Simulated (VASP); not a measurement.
# Mn3Si (Fm-3m) in VASP: single point with PBEsol

Aim: the single point of Mn3Si with PBEsol.

All numbers are computed with VASP 6.6.1; they aren't measurements. Logs are shortened: lines on timing, memory, paths and dates and some standing lists are left out, and cuts for length are marked.

## Step 1: The cell of the first run

The structure is cubic, space group Fm-3m (No. 225). Conventional cell: a = 5.760 Å, b = 5.760 Å, c = 5.760 Å, α = 90.00°, β = 90.00°, γ = 90.00°. Within 3.3 Å of Mn (site symmetry -43m) lie 10 Mn at 2.49 to 2.88 Å and 4 Si at 2.49 Å. Within 3.3 Å of Mn (site symmetry m-3m) lie 8 Mn at 2.49 Å and 6 Si at 2.88 Å. Within 3.3 Å of Si (site symmetry m-3m) lie 14 Mn at 2.49 to 2.88 Å.

## Step 2: Single point, PBEsol, collinear spin, ferromagnetic start (volume scaled by 1.02)

The input, INCAR:

```
SYSTEM = Mn3Si
PREC = Accurate
ENCUT = 520
EDIFF = 1E-6
ISMEAR = -1
SIGMA = 0.05
LREAL = .FALSE.
LASPH = .TRUE.
NELM = 150
ALGO = Fast
ISIF = 2
LWAVE = .FALSE.
LCHARG = .TRUE.
ISPIN = 2
MAGMOM = 4 4 4 0
LORBIT = 11
LMAXMIX = 4
GGA = PS
LELF = .TRUE.
LVHAR = .TRUE.
NBANDS = 34
```

The input, KPOINTS:

```
Automatic mesh
0
G
  8 8 8
  0 0 0
```

The input, POSCAR:

```
Mn3Si
1.0
    0.0000000000      2.8799475721      2.8799475721
    2.8799475721      0.0000000000      2.8799475721
    2.8799475721      2.8799475721      0.0000000000
Mn Si
3 1
Direct
    0.7500000000      0.7500000000      0.7500000000
    0.2500000000      0.2500000000      0.2500000000
    0.5000000000      0.5000000000      0.5000000000
    0.0000000000      0.0000000000      0.0000000000
```

Potentials or basis: VASP PAW PBE potentials, release 64 (Mn_pv, Si).

Launch:

```bash
cat potpaw_PBE.64/Mn_pv/POTCAR potpaw_PBE.64/Si/POTCAR > POTCAR
mpirun -np 1 vasp_std > vasp.out
```

OUTCAR:

```text
SYSTEM = Mn3Si
   PREC = Accurate
   ENCUT = 520
   EDIFF = 1E-6
   ISMEAR = -1
   LREAL = .FALSE.
   LASPH = .TRUE.
   NELM = 150
   ISIF = 2
   ISPIN = 2
   LORBIT = 11
   GGA = PS

 ion  position               nearest neighbor table
   1  0.750  0.750  0.750-   3 2.49   3 2.49   3 2.49   3 2.49   4 2.49   4 2.49   4 2.49   4 2.49
                             2 2.88   2 2.88   2 2.88   2 2.88   2 2.88   2 2.88
   2  0.250  0.250  0.250-   4 2.49   4 2.49   4 2.49   3 2.49   4 2.49   3 2.49   3 2.49   3 2.49
                             1 2.88   1 2.88   1 2.88   1 2.88   1 2.88   1 2.88
   3  0.500  0.500  0.500-   2 2.49   2 2.49   2 2.49   1 2.49   2 2.49   1 2.49   1 2.49   1 2.49
                             4 2.88   4 2.88   4 2.88   4 2.88   4 2.88   4 2.88
   4  0.000  0.000  0.000-   1 2.49   1 2.49   1 2.49   1 2.49   2 2.49   2 2.49   2 2.49   2 2.49
                             3 2.88   3 2.88   3 2.88   3 2.88   3 2.88   3 2.88

  LATTYP: Found a face centered cubic cell.
 ALAT       =     5.7598951442

  Lattice vectors:

 A1 = (   0.0000000000,   2.8799475721,   2.8799475721)
 A2 = (   2.8799475721,   0.0000000000,   2.8799475721)
 A3 = (   2.8799475721,   2.8799475721,   0.0000000000)

Analysis of symmetry for initial positions (statically):
=====================================================================
 Subroutine PRICEL returns:
 Original cell was already a primitive cell.

 Routine SETGRP: Setting up the symmetry group for a
 face centered cubic supercell.

 Subroutine GETGRP returns: Found 48 space group operations
 (whereof 48 operations were pure point group operations)
 out of a pool of 48 trial point group operations.

The static configuration has the point symmetry O_h .

Analysis of symmetry for dynamics (positions and initial velocities):
=====================================================================
 Subroutine PRICEL returns:
 Original cell was already a primitive cell.

 Routine SETGRP: Setting up the symmetry group for a
 face centered cubic supercell.

 Subroutine GETGRP returns: Found 48 space group operations
 (whereof 48 operations were pure point group operations)
 out of a pool of 48 trial point group operations.

The dynamic configuration has the point symmetry O_h .

Analysis of structural, dynamic, and magnetic symmetry:
=====================================================================
 Subroutine PRICEL returns:
 Original cell was already a primitive cell.

 Routine SETGRP: Setting up the symmetry group for a
 face centered cubic supercell.

 Subroutine GETGRP returns: Found 48 space group operations
 (whereof 48 operations were pure point group operations)
 out of a pool of 48 trial point group operations.

The overall configuration has the point symmetry O_h .

 Subroutine INISYM returns: Found 48 space group operations
 (whereof 48 operations are pure point group operations),
 and found     1 'primitive' translations

----------------------------------------------------------------------------------------

                                     Primitive cell

  volume of cell :      47.7731

  direct lattice vectors                    reciprocal lattice vectors
     0.000000000  2.879947572  2.879947572    -0.173614272  0.173614272  0.173614272
     2.879947572  0.000000000  2.879947572     0.173614272 -0.173614272  0.173614272
     2.879947572  2.879947572  0.000000000     0.173614272  0.173614272 -0.173614272

  length of vectors
     4.072860915  4.072860915  4.072860915     0.300708739  0.300708739  0.300708739

  position of ions in fractional coordinates (direct lattice)
     0.750000000  0.750000000  0.750000000
     0.250000000  0.250000000  0.250000000
     0.500000000  0.500000000  0.500000000
     0.000000000  0.000000000  0.000000000

  ion indices of the primitive-cell ions
   primitive index   ion index
                 1           1
                 2           2
                 3           3
                 4           4

----------------------------------------------------------------------------------------

 KPOINTS: Automatic mesh

Automatic generation of k-mesh.
 Grid dimensions read from file:
 generate k-points for:    8    8    8

 Generating k-lattice:

  Cartesian coordinates                     Fractional coordinates (reciprocal lattice)
    -0.021701784  0.021701784  0.021701784     0.125000000  0.000000000  0.000000000
     0.021701784 -0.021701784  0.021701784     0.000000000  0.125000000  0.000000000
     0.021701784  0.021701784 -0.021701784     0.000000000  0.000000000  0.125000000

  Length of vectors
     0.037588592  0.037588592  0.037588592

  Shift w.r.t. Gamma in fractional coordinates (k-lattice)
     0.000000000  0.000000000  0.000000000

 Subroutine IBZKPT returns following result:
 ===========================================

 Found     29 irreducible k-points:

 Following reciprocal coordinates:
            Coordinates               Weight
  0.000000  0.000000  0.000000      1.000000
  0.125000  0.000000  0.000000      8.000000
  0.250000  0.000000  0.000000      8.000000
  0.375000  0.000000  0.000000      8.000000
  0.500000  0.000000  0.000000      4.000000
  0.125000  0.125000  0.000000      6.000000
[... 16 lines left out ...]
  0.500000  0.250000  0.125000     48.000000
 -0.375000  0.250000  0.125000     24.000000
 [... further k-points ...]
   k-points           NKPTS =     29   k-points in BZ     NKDIM =     29   number of bands    NBANDS=     34
   number of dos      NEDOS =    301   number of ions     NIONS =      4
   total plane-waves  NPLWV =  27000
   dimension x,y,z NGX =    30 NGY =   30 NGZ =   30
   dimension x,y,z NGXF=    60 NGYF=   60 NGZF=   60
   ions per type =               3   1
   NGX,Y,Z   is equivalent  to a cutoff of  12.25, 12.25, 12.25 a.u.
   NGXF,Y,Z  is equivalent  to a cutoff of  24.49, 24.49, 24.49 a.u.
 SYSTEM =  Mn3Si
   PREC   = accura    normal or accurate (medium, high low for compatibility)
   ISTART =      0    job   : 0-new  1-cont  2-samecut
   ICHARG =      2    charge: 1-file 2-atom 10-const
   ISPIN  =      2    spin polarized calculation?
   LNONCOLLINEAR =      F non collinear calculations
   LSORBIT =      F    spin-orbit coupling
   LASPH  =      T    aspherical Exc in radial PAW
   ENCUT  =  520.0 eV  38.22 Ry    6.18 a.u.   7.57  7.57  7.57*2*pi/ulx,y,z
   NELM   =    150;   NELMIN=  2; NELMDL= -5     # of ELM steps
   EDIFF  = 0.1E-05   stopping-criterion for ELM
   LREAL  =      F    real-space projection
   EDIFFG = 0.1E-04   stopping-criterion for IOM
   NSW    =      0    number of steps for IOM
   IBRION =     -1    ionic relax: 0-MD 1-quasi-New 2-CG
   NFREE  =      0    steps in history (QN), initial steepest desc. (CG)
   ISIF   =      2    stress and relaxation
   ISYM   =      2    0-nonsym 1-usesym 2-fastsym
   POTIM  = 0.5000    time-step for ionic-motion
   TEBEG  =    0.0;   TEEND  =   0.0 temperature during run
   PSTRESS=    0.0 pullay stress
   NELECT =      43.0000    total number of electrons
   NUPDOWN=      -1.0000    fix difference up-down
   EMIN   =  10.00;   EMAX   =-10.00  energy-range for DOS
   EFERMI =   0.00;   METHOD = LEGACY
   ISMEAR =    -1;   SIGMA  =   0.05  broadening in eV -4-tet -1-fermi 0-gaus
   EFERMI_NEDOS =   21; number of points for ismear=-14 and -15
   IALGO  =     68    algorithm
   IMIX   =      4    mixing-type and parameters
     AMIX     =   0.40;   BMIX     =  1.00
     AMIX_MAG =   1.60;   BMIX_MAG =  1.00
  volume/ion in A,a.u.               =      11.94        80.60
  Fermi-wavevector in a.u.,A,eV,Ry     =   1.580652  2.987000 33.993644  2.498462
  Thomas-Fermi vector in A             =   2.680847
   LORBIT       =     11    0 simple, 1 ext, 2 COOP (PROOUT), +10 PAW based schemes
   GGA     = PS    functional components
   LHFCALC =     F    Hartree Fock is set to
   AEXX    =    0.0000 exact exchange contribution
   IVDW    =     0    specifies the selected vdW correction
   LEPSILON=     F    determine dielectric tensor
   LRPA    =     F    only Hartree local field effects (RPA)
 spin polarized calculation
 RMM-DIIS sequential band-by-band and
  energy-cutoff  :      520.00
  volume of cell :       47.77
 maximum number of plane-waves:      1305
   NGX = 15   NGY = 15   NGZ = 15

 number of electron      43.0000000 magnetization      12.0000000

 number of electron      43.0000051 magnetization       1.0072427

 Free energy of the ion-electron system (eV)
  ---------------------------------------------------
  ext. energy  EPLUGINS =         0.00000000
  ---------------------------------------------------
  free energy    TOTEN  =       -36.08146615 eV

  energy without entropy =      -36.06248958  energy(sigma->0) =      -36.07197786

 E-fermi :   9.9335     XC(G=0): -13.1339

 val. band max:        9.9214097245   @ k =   0.2500   0.2500   0.0000
 cond. band min:       9.9509386974   @ k =   0.0000   0.0000   0.0000
 fundamental gap:      0.0295289729
 Fermi energy:         9.9334809302

 spin component 1

 k-point     1 :       0.0000    0.0000    0.0000
  band No.  band energies     occupation
      1     -39.2615      1.00000
      2     -39.2615      1.00000
      3     -39.2615      1.00000
      4     -37.2927      1.00000
      5     -37.2927      1.00000
      6     -37.2927      1.00000
[... 25 lines left out ...]
     32      15.7550      0.00000
     33      19.1632      0.00000

 k-point     2 :       0.1250    0.0000    0.0000
  band No.  band energies     occupation
      1     -39.2621      1.00000
      2     -39.2621      1.00000
      3     -39.2616      1.00000
      4     -37.2891      1.00000
      5     -37.2891      1.00000
      6     -37.2875      1.00000
[... 25 lines left out ...]
     32      15.8177      0.00000
     33      18.8828      0.00000
[... 754 lines left out ...]
     32      18.0400      0.00000
     33      19.5566      0.00000

 k-point    24 :      -0.3750    0.2500    0.1250
  band No.  band energies     occupation
      1     -39.2685      1.00000
      2     -39.2644      1.00000
      3     -39.2627      1.00000
      4     -37.2894      1.00000
      5     -37.2789      1.00000
      6     -37.2500      1.00000
[... 25 lines left out ...]
     32      19.1416      0.00000
     33      19.9353      0.00000

 [... further k-points ...]

 spin component 2

 k-point     1 :       0.0000    0.0000    0.0000
  band No.  band energies     occupation
      1     -38.1966      1.00000
      2     -38.1966      1.00000
      3     -38.1966      1.00000
      4     -38.1332      1.00000
      5     -38.1332      1.00000
      6     -38.1332      1.00000
[... 25 lines left out ...]
     32      16.3358      0.00000
     33      19.3385      0.00000

 k-point     2 :       0.1250    0.0000    0.0000
  band No.  band energies     occupation
      1     -38.1973      1.00000
      2     -38.1948      1.00000
      3     -38.1948      1.00000
      4     -38.1359      1.00000
      5     -38.1359      1.00000
      6     -38.1329      1.00000
[... 25 lines left out ...]
     32      16.2397      0.00000
     33      19.0671      0.00000
[... 754 lines left out ...]
     32      18.1716      0.00000
     33      19.6905      0.00000

 k-point    24 :      -0.3750    0.2500    0.1250
  band No.  band energies     occupation
      1     -38.2132      1.00000
      2     -38.2009      1.00000
      3     -38.1726      1.00000
      4     -38.1660      1.00000
      5     -38.1280      1.00000
      6     -38.1254      1.00000
[... 25 lines left out ...]
     32      19.1564      0.00000
     33      19.9836      0.00000

 [... further k-points ...]

 [bands above 33 left out]

------------------------ aborting loop because EDIFF is reached ----------------------------------------

  FORCE on cell =-STRESS in cart. coord.  units (eV):
  Direction    XX          YY          ZZ          XY          YZ          ZX
  --------------------------------------------------------------------------------------
  -------------------------------------------------------------------------------------
  Total       -5.5336745     -5.5336745     -5.5336745      0.0000000      0.0000000     -0.0000000
  in kB     -185.5839662   -185.5839662   -185.5839662      0.0000000      0.0000000     -0.0000000
  external PRESSURE =    -185.5839662 kB  Pullay stress =       0.0000000 kB

 VOLUME and BASIS-vectors are now :
 -----------------------------------------------------------------------------
  energy-cutoff  :      520.00
  volume of cell :       47.77
      direct lattice vectors                 reciprocal lattice vectors
     0.000000000  2.879947572  2.879947572    -0.173614272  0.173614272  0.173614272
     2.879947572  0.000000000  2.879947572     0.173614272 -0.173614272  0.173614272
     2.879947572  2.879947572  0.000000000     0.173614272  0.173614272 -0.173614272

 POSITION                                       TOTAL-FORCE (eV/Angst)
 -----------------------------------------------------------------------------------
      4.31992      4.31992      4.31992         0.000000      0.000000     -0.000000
      1.43997      1.43997      1.43997        -0.000000     -0.000000      0.000000
      2.87995      2.87995      2.87995        -0.000000      0.000000     -0.000000
      0.00000      0.00000      0.00000        -0.000000      0.000000     -0.000000
 -----------------------------------------------------------------------------------
    total drift:                                0.000000     -0.000000      0.000000

  FREE ENERGIE OF THE ION-ELECTRON SYSTEM (eV)
  ---------------------------------------------------
  free  energy   TOTEN  =       -36.0814661487 eV

  energy  without entropy=      -36.0624895812  energy(sigma->0) =      -36.07197786

 total charge

# of ion       s       p       d       tot
------------------------------------------
    1        0.330   6.340   5.207  11.877
    2        0.330   6.340   5.207  11.877
    3        0.369   6.339   5.066  11.774
    4        0.719   0.877   0.000   1.595
--------------------------------------------------
tot          1.747  19.896  15.480  37.124

 magnetization (x)

# of ion       s       p       d       tot
------------------------------------------
    1       -0.008  -0.016  -0.875  -0.898
    2       -0.008  -0.016  -0.875  -0.898
    3        0.028   0.030   2.660   2.717
    4        0.023   0.026   0.000   0.048
--------------------------------------------------
tot          0.035   0.024   0.910   0.969
```

It took 3.9 min on 1 thread of Intel Xeon 6975P-C, shared host; peak memory 0.23 GiB.

Results:

```yaml
Free_energy: -36.0815 eV
Pressure: -18.6 GPa
Band_gap_on_the_k_mesh: zero (filled and empty bands overlap)
Net_moment: 1.01 μB per cell
Site_moments: Mn -0.90, +2.72; Si +0.05 μB
Valence_electrons_inside_the_program's_atomic_spheres: Mn 11.88, 11.77; Si 1.59
```

Caveat: the PAW data sets were made with another functional, which shifts forces and pressure a little.
